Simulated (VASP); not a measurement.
# LiBPt (P-6m2) in VASP: a series of runs

Runs on LiBPt. Level: PBE. Tasks: single point.

Program: VASP 6.6.1. These are calculated values, not measurements. Logs are shortened: lines on timing, memory, paths and dates and some standing lists are left out, and cuts for length are marked.

## 1. The cell of the first run

Symmetry: P-6m2, No. 187, hexagonal system. Conventional cell: a = 3.494 Å, b = 3.494 Å, c = 4.024 Å, α = 90.00°, β = 90.00°, γ = 120.00°. Li (site symmetry -6m2) has 6 B at 2.85 Å and 6 Pt at 2.85 Å and 6 Li at 3.49 Å within 3.8 Å. B (site symmetry -6m2) has 3 Pt at 2.02 Å within 2.7 Å. Within 2.7 Å of Pt (site symmetry -6m2) lie 3 B at 2.02 Å.

The cell was generated, and may not be a known phase.

## 2. Single point, PBE

The input, INCAR:

```
SYSTEM = LiBPt
ALGO = Normal
EDIFF = 1E-6
ENCUT = 880
GGA = PE
GGA_COMPAT = .FALSE.
ISIF = 2
ISMEAR = 0
LASPH = .TRUE.
LCHARG = .FALSE.
LREAL = .FALSE.
LWAVE = .FALSE.
NBANDS = 19
NELM = 120
PREC = Accurate
SIGMA = 0.1
```

The input, KPOINTS:

```
k-points
0
G
  6 6 6
  0 0 0
```

The input, POSCAR:

```
LiBPt
1.0
    3.4937649370      0.0000000029      0.0000000000
   -1.7468824710      3.0256891889      0.0000000000
    0.0000000000      0.0000000000      4.0244732710
Li B Pt
1 1 1
Direct
    0.0000000000      0.0000000000      0.0000000000
    0.6666666667      0.3333333333      0.5000000000
    0.3333333333      0.6666666667      0.5000000000
```

Potentials or basis: VASP PAW PBE potentials, release 64 (Li_sv, B, Pt_sv_GW).

Command:

```bash
cat potpaw_PBE.64/Li_sv/POTCAR potpaw_PBE.64/B/POTCAR potpaw_PBE.64/Pt_sv_GW/POTCAR > POTCAR
mpirun -np 1 vasp_std > vasp.out
```

OUTCAR:

```text
SYSTEM = LiBPt
   EDIFF = 1E-6
   ENCUT = 880
   GGA = PE
   ISIF = 2
   ISMEAR = 0
   LASPH = .TRUE.
   LREAL = .FALSE.
   NELM = 120
   PREC = Accurate

 ion  position               nearest neighbor table
   1  0.000  0.000  0.000-   3 2.85   3 2.85   3 2.85   3 2.85   3 2.85   3 2.85
   2  0.667  0.333  0.500-   3 2.02   3 2.02   3 2.02
   3  0.333  0.667  0.500-   2 2.02   2 2.02   2 2.02   1 2.85   1 2.85   1 2.85   1 2.85   1 2.85
                             1 2.85

  LATTYP: Found a hexagonal cell.
 ALAT       =     3.4937649370
 C/A-ratio  =     1.1519015571

  Lattice vectors:

 A1 = (   3.4937649370,   0.0000000029,   0.0000000000)
 A2 = (  -1.7468824710,   3.0256891889,   0.0000000000)
 A3 = (   0.0000000000,   0.0000000000,   4.0244732710)

Analysis of symmetry for initial positions (statically):
=====================================================================
 Subroutine PRICEL returns:
 Original cell was already a primitive cell.

 Routine SETGRP: Setting up the symmetry group for a
 hexagonal supercell.

 Subroutine GETGRP returns: Found 12 space group operations
 (whereof 12 operations were pure point group operations)
 out of a pool of 24 trial point group operations.

The static configuration has the point symmetry D_3h.

Analysis of symmetry for dynamics (positions and initial velocities):
=====================================================================
 Subroutine PRICEL returns:
 Original cell was already a primitive cell.

 Routine SETGRP: Setting up the symmetry group for a
 hexagonal supercell.

 Subroutine GETGRP returns: Found 12 space group operations
 (whereof 12 operations were pure point group operations)
 out of a pool of 24 trial point group operations.

The dynamic configuration has the point symmetry D_3h.

 Subroutine INISYM returns: Found 12 space group operations
 (whereof 12 operations are pure point group operations),
 and found     1 'primitive' translations

----------------------------------------------------------------------------------------

                                     Primitive cell

  volume of cell :      42.5429

  direct lattice vectors                    reciprocal lattice vectors
     3.493764937  0.000000003  0.000000000     0.286224179  0.165251607  0.000000000
    -1.746882471  3.025689189  0.000000000    -0.000000000  0.330503213  0.000000000
     0.000000000  0.000000000  4.024473271     0.000000000  0.000000000  0.248479722

  length of vectors
     3.493764937  3.493764937  4.024473271     0.330503213  0.330503213  0.248479722

  position of ions in fractional coordinates (direct lattice)
     0.000000000  0.000000000  0.000000000
     0.666666667  0.333333333  0.500000000
     0.333333333  0.666666667  0.500000000

  ion indices of the primitive-cell ions
   primitive index   ion index
                 1           1
                 2           2
                 3           3

----------------------------------------------------------------------------------------

 KPOINTS: k-points

Automatic generation of k-mesh.
 Grid dimensions read from file:
 generate k-points for:    6    6    6

 Generating k-lattice:

  Cartesian coordinates                     Fractional coordinates (reciprocal lattice)
     0.047704030  0.027541934  0.000000000     0.166666667  0.000000000  0.000000000
    -0.000000000  0.055083869  0.000000000    -0.000000000  0.166666667  0.000000000
     0.000000000  0.000000000  0.041413287     0.000000000  0.000000000  0.166666667

  Length of vectors
     0.055083869  0.055083869  0.041413287

  Shift w.r.t. Gamma in fractional coordinates (k-lattice)
     0.000000000  0.000000000  0.000000000

 Subroutine IBZKPT returns following result:
 ===========================================

 Found     28 irreducible k-points:

 Following reciprocal coordinates:
            Coordinates               Weight
  0.000000  0.000000  0.000000      1.000000
  0.166667 -0.000000  0.000000      6.000000
  0.333333 -0.000000  0.000000      6.000000
  0.500000 -0.000000  0.000000      3.000000
  0.166667  0.166667  0.000000      6.000000
  0.333333  0.166667  0.000000     12.000000
[... 16 lines left out ...]
  0.166667 -0.000000  0.500000      6.000000
  0.333333 -0.000000  0.500000      6.000000
 [... further k-points ...]
   k-points           NKPTS =     28   k-points in BZ     NKDIM =     28   number of bands    NBANDS=     19
   number of dos      NEDOS =    301   number of ions     NIONS =      3
   total plane-waves  NPLWV =  51840
   dimension x,y,z NGX =    36 NGY =   36 NGZ =   40
   dimension x,y,z NGXF=    72 NGYF=   72 NGZF=   80
   ions per type =               1   1   1
   NGX,Y,Z   is equivalent  to a cutoff of  17.13, 17.13, 16.52 a.u.
   NGXF,Y,Z  is equivalent  to a cutoff of  34.26, 34.26, 33.05 a.u.
 SYSTEM =  LiBPt
   PREC   = accura    normal or accurate (medium, high low for compatibility)
   ISTART =      0    job   : 0-new  1-cont  2-samecut
   ICHARG =      2    charge: 1-file 2-atom 10-const
   ISPIN  =      1    spin polarized calculation?
   LNONCOLLINEAR =      F non collinear calculations
   LSORBIT =      F    spin-orbit coupling
   LASPH  =      T    aspherical Exc in radial PAW
   ENCUT  =  880.0 eV  64.68 Ry    8.04 a.u.   8.45  8.45  9.73*2*pi/ulx,y,z
   NELM   =    120;   NELMIN=  2; NELMDL= -5     # of ELM steps
   EDIFF  = 0.1E-05   stopping-criterion for ELM
   LREAL  =      F    real-space projection
   EDIFFG = 0.1E-04   stopping-criterion for IOM
   NSW    =      0    number of steps for IOM
   IBRION =     -1    ionic relax: 0-MD 1-quasi-New 2-CG
   NFREE  =      0    steps in history (QN), initial steepest desc. (CG)
   ISIF   =      2    stress and relaxation
   ISYM   =      2    0-nonsym 1-usesym 2-fastsym
   POTIM  = 0.5000    time-step for ionic-motion
   TEBEG  =    0.0;   TEEND  =   0.0 temperature during run
   PSTRESS=    0.0 pullay stress
   NELECT =      24.0000    total number of electrons
   NUPDOWN=      -1.0000    fix difference up-down
   EMIN   =  10.00;   EMAX   =-10.00  energy-range for DOS
   EFERMI =   0.00;   METHOD = LEGACY
   ISMEAR =     0;   SIGMA  =   0.10  broadening in eV -4-tet -1-fermi 0-gaus
   EFERMI_NEDOS =   21; number of points for ismear=-14 and -15
   IALGO  =     38    algorithm
   IMIX   =      4    mixing-type and parameters
     AMIX     =   0.40;   BMIX     =  1.00
     AMIX_MAG =   1.60;   BMIX_MAG =  1.00
  volume/ion in A,a.u.               =      14.18        95.70
  Fermi-wavevector in a.u.,A,eV,Ry     =   1.352704  2.556241 24.896065  1.829809
  Thomas-Fermi vector in A             =   2.480021
   LORBIT       =      0    0 simple, 1 ext, 2 COOP (PROOUT), +10 PAW based schemes
   GGA     = PE    functional components
   LHFCALC =     F    Hartree Fock is set to
   AEXX    =    0.0000 exact exchange contribution
   IVDW    =     0    specifies the selected vdW correction
   LEPSILON=     F    determine dielectric tensor
   LRPA    =     F    only Hartree local field effects (RPA)
 non-spin polarized calculation
 Gauss-broadening in eV      SIGMA  =   0.10
  energy-cutoff  :      880.00
  volume of cell :       42.54
 maximum number of plane-waves:      2545
 NGX is ok and might be reduce to    36
   NGX = 17   NGY = 17   NGZ = 19

 number of electron      23.9999998 magnetization

 Free energy of the ion-electron system (eV)
  ---------------------------------------------------
  ext. energy  EPLUGINS =         0.00000000
  ---------------------------------------------------
  free energy    TOTEN  =       -15.60652039 eV

  energy without entropy =      -15.60367077  energy(sigma->0) =      -15.60509558

 E-fermi :   5.2232     XC(G=0): -10.4424

 val. band max:        5.0689965293   @ k =   0.1667  -0.0000   0.0000
 cond. band min:       5.2720850513   @ k =   0.3333   0.1667   0.5000
 fundamental gap:      0.2030885220
 Fermi energy:         5.2231806827

 k-point     1 :       0.0000    0.0000    0.0000
  band No.  band energies     occupation
      1     -94.3767      2.00000
      2     -48.6978      2.00000
      3     -48.6978      2.00000
      4     -48.1063      2.00000
      5     -40.8311      2.00000
      6      -5.3379      2.00000
[... 11 lines left out ...]
     18      14.5433      0.00000
     19      14.7254      0.00000

 k-point     2 :       0.1667   -0.0000    0.0000
  band No.  band energies     occupation
      1     -94.3766      2.00000
      2     -48.7042      2.00000
      3     -48.6998      2.00000
      4     -48.1056      2.00000
      5     -40.8304      2.00000
      6      -4.8925      2.00000
[... 11 lines left out ...]
     18      15.0196      0.00000
     19      15.2931      0.00000

 k-point     3 :       0.3333   -0.0000    0.0000
  band No.  band energies     occupation
      1     -94.3764      2.00000
      2     -48.7170      2.00000
      3     -48.7038      2.00000
      4     -48.1043      2.00000
      5     -40.8290      2.00000
      6      -3.9055      2.00000
[... 11 lines left out ...]
     18      14.3153      0.00000
     19      14.9454      0.00000

 k-point     4 :       0.5000   -0.0000    0.0000
  band No.  band energies     occupation
      1     -94.3762      2.00000
      2     -48.7233      2.00000
      3     -48.7058      2.00000
      4     -48.1036      2.00000
      5     -40.8283      2.00000
      6      -3.4548      2.00000
[... 11 lines left out ...]
     18      14.1255      0.00000
     19      14.6078      0.00000

 k-point     5 :       0.1667    0.1667    0.0000
  band No.  band energies     occupation
      1     -94.3764      2.00000
      2     -48.7127      2.00000
      3     -48.7039      2.00000
      4     -48.1046      2.00000
      5     -40.8294      2.00000
      6      -4.1296      2.00000
[... 11 lines left out ...]
     18      14.5126      0.00000
     19      15.2135      0.00000
[... 334 lines left out ...]
      2     -48.7170      2.00000
      3     -48.7162      2.00000
      4     -48.1045      2.00000
      5     -40.8280      2.00000
      6      -2.7306      2.00000
[... 11 lines left out ...]
     18      15.5852      0.00000
     19      16.2411      0.00000

 k-point    22 :       0.0000    0.0000    0.5000
  band No.  band energies     occupation
      1     -94.3767      2.00000
      2     -48.6977      2.00000
      3     -48.6977      2.00000
      4     -48.1083      2.00000
      5     -40.8303      2.00000
      6      -5.0848      2.00000
[... 11 lines left out ...]
     18      14.8489      0.00000
     19      17.9601      0.00000

 k-point    23 :       0.1667   -0.0000    0.5000
  band No.  band energies     occupation
      1     -94.3766      2.00000
      2     -48.7041      2.00000
      3     -48.6997      2.00000
      4     -48.1075      2.00000
      5     -40.8298      2.00000
      6      -4.6264      2.00000
[... 11 lines left out ...]
     18      14.6521      0.00000
     19      17.3908      0.00000

 k-point    24 :       0.3333   -0.0000    0.5000
  band No.  band energies     occupation
      1     -94.3763      2.00000
      2     -48.7168      2.00000
      3     -48.7037      2.00000
      4     -48.1061      2.00000
      5     -40.8288      2.00000
      6      -3.6351      2.00000
[... 11 lines left out ...]
     18      14.3348      0.00000
     19      17.1738      0.00000

 [... further k-points ...]
[... 5 lines left out ...]
  --------------------------------------------------------------------------------------
  -------------------------------------------------------------------------------------
  Total        0.0534575      0.0534575      0.0315886      0.0000000      0.0000000      0.0000000
  in kB        2.0132240      2.0132240      1.1896345      0.0000000      0.0000000      0.0000000
  external PRESSURE =       1.7386942 kB  Pullay stress =       0.0000000 kB

 VOLUME and BASIS-vectors are now :
 -----------------------------------------------------------------------------
  energy-cutoff  :      880.00
  volume of cell :       42.54
      direct lattice vectors                 reciprocal lattice vectors
     3.493764937  0.000000003  0.000000000     0.286224179  0.165251607  0.000000000
    -1.746882471  3.025689189  0.000000000    -0.000000000  0.330503213  0.000000000
     0.000000000  0.000000000  4.024473271     0.000000000  0.000000000  0.248479722

 POSITION                                       TOTAL-FORCE (eV/Angst)
 -----------------------------------------------------------------------------------
      0.00000      0.00000      0.00000        -0.000000      0.000000      0.000000
      1.74688      1.00856      2.01224        -0.000000     -0.000000      0.000000
     -0.00000      2.01713      2.01224         0.000000     -0.000000      0.000000
 -----------------------------------------------------------------------------------
    total drift:                                0.000001     -0.000001     -0.000000

  FREE ENERGIE OF THE ION-ELECTRON SYSTEM (eV)
  ---------------------------------------------------
  free  energy   TOTEN  =       -15.6065203937 eV

  energy  without entropy=      -15.6036707734  energy(sigma->0) =      -15.60509558
```

It took 18 s on 1 thread of AMD EPYC 9R45 (Zen 5), shared host; peak memory 0.23 GiB.

Results:

* Free energy: -15.6065 eV
* Pressure: 0.2 GPa
* Band gap on the k mesh: zero (bands 12 and 13 overlap by 1.69 eV)

Levels at points of the mesh, in eV from the Fermi level:
```
           k point  band 10  band 11  band 12  band 13  band 14  band 15
(0.00, 0.00, 0.00)    -3.22    -3.22    -1.35     5.93     6.22     6.22
(0.50, 0.00, 0.00)    -3.90    -3.46    -3.09     0.78     2.69     5.94
(0.00, 0.00, 0.50)    -3.39    -3.39    -2.84     6.22     6.37     6.62
(0.50, 0.00, 0.50)    -3.71    -3.22    -1.88    -0.25     1.26     3.63
```

Caveat: spin-orbit coupling is left out, which moves the levels of the heavy elements.

[end of part 1 of 2]

The gap in the log of VASP goes by the Fermi energy; the results here count the filled bands.